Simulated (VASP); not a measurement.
# Zn7S8 (a cell with a defect) in VASP: a series of runs

The runs below take Zn7S8 (a cell with a defect) through single point, with PBE.

Program: VASP 6.6.1. These are calculated values, not measurements. Logs are shortened: lines on timing, memory, paths and dates and some standing lists are left out, and cuts for length are marked.

## (1) The cell of the first run

The cell holds a defect, 15 atoms: a = 6.305 Å, b = 7.688 Å, c = 7.688 Å, α = 120.00°, β = 90.00°, γ = 90.00°.

## (2) Single point, PBE (atoms taken out, then relaxed in part)

INCAR reads:

```
PREC     = Accurate       # precision mode
ENCUT    = 520            # plane-wave cutoff, eV
EDIFF    = 1E-6           # SCF threshold, eV
ISMEAR   = 0              # smearing method
SIGMA    = 0.01           # smearing width, eV
LREAL    = Auto         
LASPH    = True           # aspherical terms in the spheres
NELM     = 60             # most SCF steps
ALGO     = Normal         # electronic algorithm
ISIF     = 2              # what is computed and relaxed
LWAVE    = False          # write WAVECAR
LCHARG   = False          # write CHGCAR
GGA      = PE             # functional
NBANDS   = 79             # bands
```

KPOINTS reads:

```
regular mesh
0
Gamma
  2 2 2
```

POSCAR reads:

```
Zn7S8
1.0
    0.0000000000      0.0000000000      6.3046430491
   -3.8440669358     -6.6581192403      0.0000000000
    7.6881338714     -0.0000000001      0.0000000000
Zn S
7 8
Direct
   -0.0008812621      0.1703484151      0.3351742075
   -0.0008812621      0.6648257925      0.8296515849
   -0.0008812621      0.6648257925      0.3351742075
    0.5059852504      0.3282250210      0.1564500420
    0.5059852504      0.3282250210      0.6717749790
    0.4976963014      0.8333333333      0.1666666667
    0.5059852504      0.8435499580      0.6717749790
    0.3636172546      0.1666666667      0.8333333333
    0.3754037273      0.1681153171      0.3340576585
    0.3754037273      0.6659423415      0.8318846829
    0.3754037273      0.6659423415      0.3340576585
    0.8740394952      0.3348866986      0.1697733971
    0.8740394952      0.3348866986      0.6651133014
    0.8747781380      0.8333333333      0.1666666667
    0.8740394952      0.8302266029      0.6651133014
```

Potentials or basis: VASP PAW PBE potentials, release 64 (Zn, S).

The run is started by

```console
$ cat potpaw_PBE.64/Zn/POTCAR potpaw_PBE.64/S/POTCAR > POTCAR
$ mpirun -np 1 vasp_std > vasp.out
```

OUTCAR:

```text
PREC = Accurate
   ENCUT = 520
   EDIFF = 1E-6
   ISMEAR = 0
   LREAL = Auto
   LASPH = True
   NELM = 60
   ISIF = 2
   GGA = PE

 ion  position               nearest neighbor table
   1  0.999  0.170  0.335-  13 2.33  12 2.33   9 2.37  14 2.38
   2  0.999  0.665  0.830-  15 2.33  13 2.33  10 2.37  14 2.38
   3  0.999  0.665  0.335-  15 2.33  12 2.33  11 2.37  14 2.38
   4  0.506  0.328  0.156-  12 2.32   8 2.33   9 2.40  11 2.40
   5  0.506  0.328  0.672-  13 2.32   8 2.33   9 2.40  10 2.40
   6  0.498  0.833  0.167-  11 2.36  10 2.36   9 2.36  14 2.38
   7  0.506  0.844  0.672-  15 2.32   8 2.33  10 2.40  11 2.40
   8  0.364  0.167  0.833-   5 2.33   4 2.33   7 2.33
   9  0.375  0.168  0.334-   6 2.36   1 2.37   4 2.40   5 2.40
  10  0.375  0.666  0.832-   6 2.36   2 2.37   7 2.40   5 2.40
  11  0.375  0.666  0.334-   6 2.36   3 2.37   7 2.40   4 2.40
  12  0.874  0.335  0.170-   4 2.32   1 2.33   3 2.33
  13  0.874  0.335  0.665-   5 2.32   1 2.33   2 2.33
  14  0.875  0.833  0.167-   3 2.38   2 2.38   1 2.38   6 2.38
  15  0.874  0.830  0.665-   7 2.32   3 2.33   2 2.33

  LATTYP: Found a hexagonal cell.
 ALAT       =     7.6881338714
 C/A-ratio  =     0.8200485520

  Lattice vectors:

 A1 = (  -3.8440669358,  -6.6581192403,   0.0000000000)
 A2 = (   7.6881338714,  -0.0000000001,   0.0000000000)
 A3 = (   0.0000000000,   0.0000000000,   6.3046430491)

Analysis of symmetry for initial positions (statically):
=====================================================================
 Subroutine PRICEL returns:
 Original cell was already a primitive cell.

 Routine SETGRP: Setting up the symmetry group for a
 hexagonal supercell.

 Subroutine GETGRP returns: Found  6 space group operations
 (whereof  2 operations were pure point group operations)
 out of a pool of 24 trial point group operations.

The static configuration has the point symmetry C_1h.
 The point group associated with its full space group is C_3v.

Analysis of symmetry for dynamics (positions and initial velocities):
=====================================================================
 Subroutine PRICEL returns:
 Original cell was already a primitive cell.

 Routine SETGRP: Setting up the symmetry group for a
 hexagonal supercell.

 Subroutine GETGRP returns: Found  6 space group operations
 (whereof  2 operations were pure point group operations)
 out of a pool of 24 trial point group operations.

The dynamic configuration has the point symmetry C_1h.
 The point group associated with its full space group is C_3v.

 Subroutine INISYM returns: Found  6 space group operations
 (whereof  2 operations are pure point group operations),
 and found     1 'primitive' translations

----------------------------------------------------------------------------------------

                                     Primitive cell

  volume of cell :     322.7253

  direct lattice vectors                    reciprocal lattice vectors
     0.000000000  0.000000000  6.304643049     0.000000000  0.000000000  0.158613262
    -3.844066936 -6.658119240  0.000000000    -0.000000000 -0.150192564  0.000000000
     7.688133871 -0.000000000  0.000000000     0.130070576 -0.075096282  0.000000000

  length of vectors
     6.304643049  7.688133871  7.688133871     0.158613262  0.150192564  0.150192564

  position of ions in fractional coordinates (direct lattice)
     0.999118738  0.170348415  0.335174208
     0.999118738  0.664825792  0.829651585
     0.999118738  0.664825792  0.335174208
     0.505985250  0.328225021  0.156450042
     0.505985250  0.328225021  0.671774979
     0.497696301  0.833333333  0.166666667
     0.505985250  0.843549958  0.671774979
     0.363617255  0.166666667  0.833333333
     0.375403727  0.168115317  0.334057659
     0.375403727  0.665942341  0.831884683
     0.375403727  0.665942341  0.334057659
     0.874039495  0.334886699  0.169773397
     0.874039495  0.334886699  0.665113301
     0.874778138  0.833333333  0.166666667
     0.874039495  0.830226603  0.665113301

  ion indices of the primitive-cell ions
   primitive index   ion index
                 1           1
                 2           2
                 3           3
                 4           4
                 5           5
                 6           6
                 7           7
                 8           8
                 9           9
                10          10
                11          11
                12          12
                13          13
                14          14
                15          15

----------------------------------------------------------------------------------------

 KPOINTS: regular mesh

Automatic generation of k-mesh.
 Grid dimensions read from file:
 generate k-points for:    2    2    2

 Generating k-lattice:

  Cartesian coordinates                     Fractional coordinates (reciprocal lattice)
     0.000000000  0.000000000  0.079306631     0.500000000  0.000000000  0.000000000
    -0.000000000 -0.075096282  0.000000000     0.000000000  0.500000000  0.000000000
     0.065035288 -0.037548141  0.000000000     0.000000000  0.000000000  0.500000000

  Length of vectors
     0.079306631  0.075096282  0.075096282

  Shift w.r.t. Gamma in fractional coordinates (k-lattice)
     0.000000000  0.000000000  0.000000000

 Subroutine IBZKPT returns following result:
 ===========================================

 Found      4 irreducible k-points:

 Following reciprocal coordinates:
            Coordinates               Weight
  0.000000  0.000000  0.000000      1.000000
  0.500000  0.000000  0.000000      1.000000
  0.000000  0.500000  0.000000      3.000000
  0.500000  0.500000  0.000000      3.000000
   k-points           NKPTS =      4   k-points in BZ     NKDIM =      4   number of bands    NBANDS=     79
   number of dos      NEDOS =    301   number of ions     NIONS =     15
   total plane-waves  NPLWV = 172800
   dimension x,y,z NGX =    48 NGY =   60 NGZ =   60
   dimension x,y,z NGXF=    96 NGYF=  120 NGZF=  120
   ions per type =               7   8
   NGX,Y,Z   is equivalent  to a cutoff of  12.66, 12.97, 12.97 a.u.
   NGXF,Y,Z  is equivalent  to a cutoff of  25.31, 25.95, 25.95 a.u.
 SYSTEM =  unknown system
   PREC   = accura    normal or accurate (medium, high low for compatibility)
   ISTART =      0    job   : 0-new  1-cont  2-samecut
   ICHARG =      2    charge: 1-file 2-atom 10-const
   ISPIN  =      1    spin polarized calculation?
   LNONCOLLINEAR =      F non collinear calculations
   LSORBIT =      F    spin-orbit coupling
   LASPH  =      T    aspherical Exc in radial PAW
   ENCUT  =  520.0 eV  38.22 Ry    6.18 a.u.  11.72 14.29 14.29*2*pi/ulx,y,z
   NELM   =     60;   NELMIN=  2; NELMDL= -5     # of ELM steps
   EDIFF  = 0.1E-05   stopping-criterion for ELM
   LREAL  =      T    real-space projection
   EDIFFG = 0.1E-04   stopping-criterion for IOM
   NSW    =      0    number of steps for IOM
[... 5 lines left out ...]
   TEBEG  =    0.0;   TEEND  =   0.0 temperature during run
   PSTRESS=    0.0 pullay stress
   NELECT =     132.0000    total number of electrons
   NUPDOWN=      -1.0000    fix difference up-down
   EMIN   =  10.00;   EMAX   =-10.00  energy-range for DOS
   EFERMI =   0.00;   METHOD = LEGACY
   ISMEAR =     0;   SIGMA  =   0.01  broadening in eV -4-tet -1-fermi 0-gaus
   EFERMI_NEDOS =   21; number of points for ismear=-14 and -15
   IALGO  =     38    algorithm
   IMIX   =      4    mixing-type and parameters
     AMIX     =   0.40;   BMIX     =  1.00
     AMIX_MAG =   1.60;   BMIX_MAG =  1.00
  volume/ion in A,a.u.               =      21.52       145.19
  Fermi-wavevector in a.u.,A,eV,Ry     =   1.215221  2.296434 20.092556  1.476761
  Thomas-Fermi vector in A             =   2.350615
   LORBIT       =      0    0 simple, 1 ext, 2 COOP (PROOUT), +10 PAW based schemes
   GGA     = PE    functional components
   LHFCALC =     F    Hartree Fock is set to
   AEXX    =    0.0000 exact exchange contribution
   IVDW    =     0    specifies the selected vdW correction
   LEPSILON=     F    determine dielectric tensor
   LRPA    =     F    only Hartree local field effects (RPA)
 non-spin polarized calculation
 Gauss-broadening in eV      SIGMA  =   0.01
  energy-cutoff  :      520.00
  volume of cell :      322.73
 maximum number of plane-waves:      8729
 NGX is ok and might be reduce to    48
   NGX = 23   NGY = 29   NGZ = 29

 number of electron     131.9999999 magnetization

 Free energy of the ion-electron system (eV)
  ---------------------------------------------------
  ext. energy  EPLUGINS =         0.00000000
  ---------------------------------------------------
  free energy    TOTEN  =       -49.60397939 eV

  energy without entropy =      -49.60397939  energy(sigma->0) =      -49.60397939

 E-fermi :   1.2787     XC(G=0):  -9.2126

 val. band max:        1.2300712980   @ k =   0.0000   0.5000   0.0000
 cond. band min:       1.3266247007   @ k =   0.5000   0.0000   0.0000
 fundamental gap:      0.0965534027
 Fermi energy:         1.2786652969

 k-point     1 :       0.0000    0.0000    0.0000
  band No.  band energies     occupation
      1     -11.4107      2.00000
      2     -10.5969      2.00000
      3     -10.5969      2.00000
      4     -10.5873      2.00000
      5     -10.4499      2.00000
      6     -10.2263      2.00000
[... 70 lines left out ...]
     77       6.8515      0.00000
     78       7.6534      0.00000

 k-point     2 :       0.5000    0.0000    0.0000
  band No.  band energies     occupation
      1     -11.0553      2.00000
      2     -10.9814      2.00000
      3     -10.4975      2.00000
      4     -10.4975      2.00000
      5     -10.4341      2.00000
      6     -10.3100      2.00000
[... 70 lines left out ...]
     77       6.8081      0.00000
     78       6.9960      0.00000

 k-point     3 :       0.0000    0.5000    0.0000
  band No.  band energies     occupation
      1     -11.1454      2.00000
      2     -10.9778      2.00000
      3     -10.6109      2.00000
      4     -10.4976      2.00000
      5     -10.3858      2.00000
      6     -10.3354      2.00000
[... 70 lines left out ...]
     77       7.4623      0.00000
     78       7.5895      0.00000

 k-point     4 :       0.5000    0.5000    0.0000
  band No.  band energies     occupation
      1     -10.8304      2.00000
      2     -10.8060      2.00000
      3     -10.7200      2.00000
      4     -10.6099      2.00000
      5     -10.5027      2.00000
      6     -10.3537      2.00000
[... 70 lines left out ...]
     77       7.3843      0.00000
     78       7.7032      0.00000
 [bands above 78 left out]

------------------------ aborting loop because EDIFF is reached ----------------------------------------

  FORCE on cell =-STRESS in cart. coord.  units (eV):
  Direction    XX          YY          ZZ          XY          YZ          ZX
  --------------------------------------------------------------------------------------
  -------------------------------------------------------------------------------------
  Total       -3.3014756     -3.3014756     -1.5059738     -0.0000000      0.0000000      0.0000000
  in kB      -16.3902531    -16.3902531     -7.4764424     -0.0000000      0.0000000      0.0000000
  external PRESSURE =     -13.4189828 kB  Pullay stress =       0.0000000 kB

 VOLUME and BASIS-vectors are now :
 -----------------------------------------------------------------------------
  energy-cutoff  :      520.00
  volume of cell :      322.73
      direct lattice vectors                 reciprocal lattice vectors
     0.000000000  0.000000000  6.304643049     0.000000000  0.000000000  0.158613262
    -3.844066936 -6.658119240  0.000000000    -0.000000000 -0.150192564  0.000000000
     7.688133871 -0.000000000  0.000000000     0.130070576 -0.075096282  0.000000000

 POSITION                                       TOTAL-FORCE (eV/Angst)
 -----------------------------------------------------------------------------------
      1.92203     -1.13420      6.29909         0.000000      0.004023      0.001785
      3.82284     -4.42649      6.29909         0.003484     -0.002012      0.001785
      0.02123     -4.42649      6.29909        -0.003484     -0.002012      0.001785
     -0.05891     -2.18536      3.19006         0.000407     -0.000235      0.005879
      3.90298     -2.18536      3.19006        -0.000407     -0.000235      0.005879
     -1.92203     -5.54843      3.13780         0.000000     -0.000000     -0.013225
      1.92203     -5.61646      3.19006         0.000000      0.000470      0.005879
      5.76610     -1.10969      2.29248         0.000000     -0.000000     -0.005850
      1.92203     -1.11933      2.36679         0.000000      0.002122     -0.003911
      3.83571     -4.43392      2.36679         0.001837     -0.001061     -0.003911
      0.00835     -4.43392      2.36679        -0.001837     -0.001061     -0.003911
      0.01791     -2.22972      5.51051        -0.018921      0.010924     -0.001751
      3.82615     -2.22972      5.51051         0.018921      0.010924     -0.001751
     -1.92203     -5.54843      5.51516         0.000000     -0.000000      0.013069
      1.92203     -5.52775      5.51051        -0.000000     -0.021848     -0.001751
 -----------------------------------------------------------------------------------
    total drift:                               -0.000047      0.000001     -0.004163

  FREE ENERGIE OF THE ION-ELECTRON SYSTEM (eV)
  ---------------------------------------------------
  free  energy   TOTEN  =       -49.6039793865 eV

  energy  without entropy=      -49.6039793865  energy(sigma->0) =      -49.60397939
```

Wall time 3.9 min (1 thread of Intel Xeon 8259CL, shared host); peak memory 0.43 GiB.

What came out:

```
Free energy            : -49.6040 eV
Pressure               : -1.3 GPa
Largest force          : 0.022 eV/Å
Band gap on the k mesh : zero (bands 66 and 67 overlap by 0.48 eV)
```

Forces in eV/Å, atoms in the order of the input:
```
Zn   0.000  0.004  0.002
Zn   0.003 -0.002  0.002
Zn  -0.003 -0.002  0.002
Zn   0.000  0.000  0.006
Zn   0.000  0.000  0.006
Zn   0.000  0.000 -0.013
Zn   0.000  0.000  0.006
S    0.000  0.000 -0.006
S    0.000  0.002 -0.004
S    0.002 -0.001 -0.004
S   -0.002 -0.001 -0.004
S   -0.019  0.011 -0.002
S    0.019  0.011 -0.002
S    0.000  0.000  0.013
S    0.000 -0.022 -0.002
```

Stress tensor (GPa, compression positive):
```
-1.64  0.00  0.00
 0.00 -1.64  0.00
 0.00  0.00 -0.75
```

Levels at points of the mesh, in eV from the Fermi level:
```
           k point  band 63  band 64  band 65  band 66  band 67  band 68
(0.00, 0.00, 0.00)    -0.33    -0.33     0.25     0.31     0.31     2.56
(0.50, 0.00, 0.00)    -0.49    -0.22    -0.22     0.05     0.05     3.71
(0.00, 0.50, 0.00)    -0.80    -0.33    -0.27    -0.05     0.11     4.00
(0.50, 0.50, 0.00)    -0.87    -0.86    -0.73    -0.25    -0.17     4.49
```

Caveat: the k points lie up to 0.50 Å⁻¹ apart; the cell differs from its parent crystal (atoms taken out, then relaxed in part).

(Continued in part 2 of 2.)

The gap in the log of VASP goes by the Fermi energy; the results here count the filled bands.